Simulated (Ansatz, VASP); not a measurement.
## One calculation of C, two programs

```
CELL_PARAMETERS angstrom
0.00000 1.74773 1.78340
1.74773 0.00000 1.78340
1.74773 1.74773 0.00000
ATOMIC_POSITIONS crystal
C 0.50000 0.50000 0.50000
C 0.75000 0.75000 0.75000
```

Change from the starting cell: equal xx and yy strain of -2 %.

Alike in both runs: task single point; functional LDA; k mesh 16 × 16 × 16; occupations fermi-dirac, width 0.03 eV; no spin polarisation.

|  | VASP | Ansatz |
| --- | --- | --- |
| version | VASP 6.6.1 | Ansatz 0.2.0 |
| potentials or method | VASP PAW LDA potentials, release 64 (C), cutoff 520 eV | all-electron LAPW, scalar-relativistic |

Ansatz gave:

| Property | Result |
| --- | --- |
| gap on the k mesh at the Fermi level (eV) | 3.94 |
| pressure (GPa) | 5.3 |
| traceless stress, the component that is largest in VASP (GPa) | -13.30 |

Problem. Estimate VASP's values.

Solution. gap on the k mesh at the Fermi level (eV): 3.93; pressure (GPa): 6.8; traceless stress, the component that is largest in VASP (GPa): -13.27.

LDA's correlation is that of Perdew and Zunger in VASP and of Perdew and Wang (1992) in Ansatz. Ansatz ran all-electron here, and VASP with PAW potentials.
